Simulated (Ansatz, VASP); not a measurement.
**TaN: VASP beside Ansatz**

```xyz
2
Lattice="2.9380 0.0000 0.0000 -1.4690 2.5444 0.0000 0.0000 0.0000 2.8830" Properties=species:S:1:pos:R:3 pbc="T T T"
Ta    0.0000    1.6963    1.4415
N     0.0000    0.0000    0.0000
```

Alike in both runs: task relaxation of cell and atoms; functional PBE; dispersion D3(BJ); k mesh 18 × 18 × 14; occupations gaussian, width 0.1 eV; no spin polarisation.

```csv
,VASP,Ansatz
version,VASP 6.6.1,Ansatz 0.2.0
potentials or method,"VASP PAW PBE potentials, release 64 (Ta_pv, N), cutoff 600 eV","scalar-relativistic, plane waves, PAW"
valence electrons in the cell,16,18
```

Ansatz gave:

| Property | Result |
| --- | --- |
| gap on the k mesh at the Fermi level, each at its own relaxed structure (eV) | none |
| relaxed volume (Å³/atom) | 10.70 |
| relaxed cell length with the largest relative difference (Å) | 2.881 |

Problem. Which values does VASP return?

Solution. gap on the k mesh at the Fermi level, each at its own relaxed structure (eV): none; relaxed volume (Å³/atom): 10.72; relaxed cell length with the largest relative difference (Å): 2.883.

A gap of «none» marks a metal or a gap that the smearing closes. VASP's potentials hold 16 valence electrons a cell and Ansatz's 18, so a difference there can come from the potentials and not from the codes.

Spin-orbit coupling is off throughout.
